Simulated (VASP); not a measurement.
# TiC (P6_3/mmc) in VASP: further runs, part 2 of 2

VASP 6.6.1. The steps go on from the part before.

### 5 Relaxation of cell and atoms, PBE

This run uses another cell than the first one, of 11.09 Å³/atom.

Contents of INCAR:

```
PREC = Accurate ; ENCUT = 600
EDIFF = 1E-6 ; ISMEAR = 0
SIGMA = 0.1 ; LREAL = False
LASPH = True ; NELM = 100
ALGO = Normal ; ISIF = 3
LWAVE = False ; LCHARG = False
GGA = PE ; IBRION = 2
NSW = 90 ; EDIFFG = -0.04
```

Contents of KPOINTS:

```
Automatic mesh
0
Gamma
  6 6 2
```

Contents of POSCAR:

```
TiC
1.0
    3.1443712500      0.0000000000      0.0000000000
   -1.5721856300      2.7231053800      0.0000000000
    0.0000000000      0.0000000000     10.3612669200
Ti C
4 4
Direct
    0.6666666700      0.3333333300      0.7500000000
    0.0000000000      0.0000000000      0.0000000000
    0.3333333300      0.6666666700      0.2500000000
    0.0000000000      0.0000000000      0.5000000000
    0.3333333300      0.6666666700      0.8750000000
    0.6666666700      0.3333333300      0.1250000000
    0.6666666700      0.3333333300      0.3750000000
    0.3333333300      0.6666666700      0.6250000000
```

The run is started by

```
$ cat potpaw_PBE.64/Ti_sv/POTCAR potpaw_PBE.64/C/POTCAR > POTCAR
$ mpirun -np 1 vasp_std > vasp.out
```

Run time: 5.4 min. Hardware: 1 thread of Intel Xeon Platinum 8259CL at 2.50GHz (Skylake/Cascade Lake), shared host; peak memory 0.27 GiB.

Results (log left out):

- Free energy: -74.1006 eV
- Relaxed volume: 10.19 Å³/atom
- Relaxed cell: a = 3.087 Å, b = 3.087 Å, c = 9.880 Å, α = 90.00°, β = 90.00°, γ = 120.00°
- Space group after relaxing (to 0.1 Å): P6_3/mmc (No. 194)
- Energy gained by relaxing: 58.8 meV/atom
- Ionic steps: 5
- Pressure after relaxing: 0.0 GPa
- Largest force after relaxing: 0.009 eV/Å
- Band gap on the k mesh: zero (bands 32 and 33 overlap by 0.79 eV)

Forces in eV/Å, atoms in the order of the input:
```
Ti   0.000  0.000  0.000
Ti   0.000  0.000  0.000
Ti   0.000  0.000  0.000
Ti   0.000  0.000  0.000
C    0.000  0.000 -0.009
C    0.000  0.000  0.009
C    0.000  0.000 -0.009
C    0.000  0.000  0.009
```

Stress tensor (GPa, compression positive):
```
 0.14  0.00  0.00
 0.00  0.14  0.00
 0.00  0.00 -0.14
```

Step by step:
```csv
step,energy change (eV),largest force (eV/Å),pressure (GPa),volume (Å³)
1,0.0000,0.2278,-17.32,88.72
2,0.1309,0.0331,28.17,74.17
3,-0.4560,0.1364,0.21,81.50
4,-0.4562,0.1339,0.63,81.36
5,-0.4704,0.0091,0.04,81.56
```

Final structure:
```cif
data_structure
_symmetry_space_group_name_H-M 'P 1'
_symmetry_Int_Tables_number 1
_cell_length_a 3.0873
_cell_length_b 3.0873
_cell_length_c 9.8803
_cell_angle_alpha 90.000
_cell_angle_beta 90.000
_cell_angle_gamma 120.000
_cell_volume 81.56
loop_
_atom_site_label
_atom_site_type_symbol
_atom_site_fract_x
_atom_site_fract_y
_atom_site_fract_z
_atom_site_occupancy
Ti1 Ti 0.66667 0.33333 0.75000 1
Ti2 Ti 0.00000 0.00000 0.00000 1
Ti3 Ti 0.33333 0.66667 0.25000 1
Ti4 Ti 0.00000 0.00000 0.50000 1
C1 C 0.33333 0.66667 0.87607 1
C2 C 0.66667 0.33333 0.12393 1
C3 C 0.66667 0.33333 0.37607 1
C4 C 0.33333 0.66667 0.62393 1
```

Levels at points of the mesh, in eV from the Fermi level:
```tsv
k point	band 29	band 30	band 31	band 32	band 33	band 34	band 35	band 36
(0.00, 0.00, 0.00)	-1.45	-0.07	-0.07	0.78	0.90	0.90	1.24	1.24
(0.50, 0.00, 0.00)	-2.02	-1.84	-1.47	-0.40	0.76	1.35	1.94	2.75
(0.00, 0.00, 0.50)	-0.82	-0.82	-0.43	-0.43	1.68	1.68	1.68	1.68
(0.50, 0.00, 0.50)	-1.85	-1.85	-0.97	-0.97	0.93	0.93	2.59	2.59
```

Caveat: the k points lie up to 0.39 Å⁻¹ apart in the final cell, too coarse for converged energies and pressures of a metal.

### 6 Single point, PBE, collinear spin

Contents of INCAR:

```
PREC = Accurate
ENCUT = 520
EDIFF = 1E-6
ISMEAR = 0
SIGMA = 0.1
LREAL = F
LASPH = T
NELM = 150
ALGO = Normal
ISIF = 2
LWAVE = F
LCHARG = F
ISPIN = 2
MAGMOM = 1 1 1 1 0 0 0 0
LORBIT = 11
LMAXMIX = 4
GGA = PE
NBANDS = 46
```

KPOINTS is that of step 5.

Contents of POSCAR:

```
TiC
1.0
    3.0879802270      0.0000000000      0.0000000000
   -1.5439901135      2.6742693230      0.0000000000
    0.0000000000      0.0000000000      9.8771536596
Ti C
4 4
Direct
    0.6666666667      0.3333333333      0.7500000000
    0.0000000000      0.0000000000      0.0000000000
    0.3333333333      0.6666666667      0.2500000000
    0.0000000000      0.0000000000      0.5000000000
    0.3333333333      0.6666666667      0.8760143831
    0.6666666667      0.3333333333      0.1239856169
    0.6666666667      0.3333333333      0.3760143831
    0.3333333333      0.6666666667      0.6239856169
```

Potentials or basis: VASP PAW PBE potentials, release 64 (Ti_sv, C).

The run is started by

```
$ cat potpaw_PBE.64/Ti_sv/POTCAR potpaw_PBE.64/C/POTCAR > POTCAR
$ mpirun -np 1 vasp_std > vasp.out
```

It took 2 min on 1 thread of Intel Xeon Platinum 8259CL at 2.50GHz (Skylake/Cascade Lake), shared host; peak memory 0.26 GiB.

Results (log left out):

```
Free energy                                           : -74.0887 eV
Pressure                                              : 0.1 GPa
Band gap on the k mesh                                : zero (filled and empty bands overlap)
Net moment                                            : 0.00 μB per cell
Valence electrons inside the program's atomic spheres : Ti 10.40; C 2.39
```

Stress tensor (GPa, compression positive):
```
0.18 0.00 0.00
0.00 0.18 0.00
0.00 0.00 0.03
```

Levels at points of the mesh, in eV from the Fermi level:
Spin up:
```
           k point  band 29  band 30  band 31  band 32  band 33  band 34  band 35  band 36
(0.00, 0.00, 0.00)    -1.45    -0.07    -0.07     0.78     0.90     0.90     1.24     1.24
(0.50, 0.00, 0.00)    -2.02    -1.84    -1.47    -0.41     0.77     1.35     1.94     2.75
(0.00, 0.00, 0.50)    -0.82    -0.82    -0.43    -0.43     1.68     1.68     1.68     1.68
(0.50, 0.00, 0.50)    -1.85    -1.85    -0.97    -0.97     0.94     0.94     2.59     2.59
```
Spin down:
```tsv
k point	band 28	band 29	band 30	band 31	band 32	band 33	band 34	band 35	band 36	band 37
(0.00, 0.00, 0.00)	-1.45	-1.45	-0.07	-0.07	0.78	0.90	0.90	1.24	1.24	2.33
(0.50, 0.00, 0.00)	-2.30	-2.02	-1.84	-1.47	-0.41	0.77	1.35	1.94	2.75	2.78
(0.00, 0.00, 0.50)	-0.82	-0.82	-0.82	-0.43	-0.43	1.68	1.68	1.68	1.68	1.80
(0.50, 0.00, 0.50)	-2.65	-1.85	-1.85	-0.97	-0.97	0.94	0.94	2.59	2.59	2.86
```

Caveat: the k points lie up to 0.39 Å⁻¹ apart, too coarse for converged energies and pressures of a metal.

### 7 Summary

| task | spin | cell | k mesh | cutoff (eV) | gap on the mesh (eV) | pressure (GPa) | largest force (eV/Å) |
| --- | --- | --- | --- | --- | --- | --- | --- |
| single point | off | a = 3.088, b = 3.088, c = 9.877 Å, angles 90.0, 90.0, 120.0°, 8 atoms, atomic positions A | 6 × 6 × 2 | 520 | none | 0.0 | - |
| single point | off | a = 3.144, b = 3.144, c = 10.361 Å, angles 90.0, 90.0, 120.0°, 8 atoms, atomic positions B | 6 × 6 × 2 | 520 | none | -17.2 | 0.23 |
| single point | off | a = 3.101, b = 3.101, c = 9.783 Å, angles 90.0, 90.0, 120.0°, 8 atoms, atomic positions A | 12 × 12 × 4 | 520 | none | 0.2 | - |
| relaxation of cell and atoms | off | relaxed from a = 3.144, b = 3.144, c = 10.361 Å, angles 90.0, 90.0, 120.0°, 8 atoms, atomic positions B | 6 × 6 × 2 | 600 | none | 0.0 | 0.01 |
| single point | collinear | a = 3.088, b = 3.088, c = 9.877 Å, angles 90.0, 90.0, 120.0°, 8 atoms, atomic positions A | 6 × 6 × 2 | 520 | none | 0.1 | - |

Alike in all rows: level PBE; potentials or basis VASP PAW PBE potentials, release 64 (Ti_sv, C); smearing gaussian 0.1 eV.

Caveats: some runs use coarse meshes.

Absolute energies hang on the potentials; compare differences alone.
